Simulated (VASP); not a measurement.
A run of VASP 6.6.1:

Contents of INCAR:

```
PREC = Accurate
ENCUT = 520
EDIFF = 1E-7
ISMEAR = 0
SIGMA = 0.2
LREAL = False
LASPH = True
NELM = 100
ALGO = Normal
ISIF = 2
LWAVE = False
LCHARG = False
GGA = PE
NBANDS = 43
```

The input KPOINTS:

```
regular mesh
0
Gamma
  4 4 4
```

Contents of POSCAR:

```
Tl2Cu2GeTe
1.0
    2.7372869863      1.5803733784      5.5653344752
   -2.7372869863      1.5803733784      5.5653344752
    0.0000000000     -3.1607467568      5.5653344752
Tl Cu Ge Te
2 2 1 1
Direct
    0.1921386136      0.1921386136      0.1921386136
    0.8078613864      0.8078613864      0.8078613864
    0.6527613476      0.6527613476      0.6527613476
    0.3472386524      0.3472386524      0.3472386524
    0.0000000000      0.0000000000      0.0000000000
    0.5000000000      0.5000000000      0.5000000000
```

Potentials or basis: VASP PAW PBE potentials, release 64 (Tl_d, Cu, Ge_d, Te).

The run is started by

```bash
$ cat potpaw_PBE.64/Tl_d/POTCAR potpaw_PBE.64/Cu/POTCAR potpaw_PBE.64/Ge_d/POTCAR potpaw_PBE.64/Te/POTCAR > POTCAR
$ mpirun -np 1 vasp_std > vasp.out
```

Hardware: 1 thread of AMD EPYC 9R45 (Zen 5) (shared host).

**Question.** How long does it take, and how much memory?

**Answer.** Wall time 2.3 min on 1 thread of AMD EPYC 9R45 (Zen 5), with other jobs on the host, peak memory 0.33 GiB. Counts: scf iterations 18, k points 13.
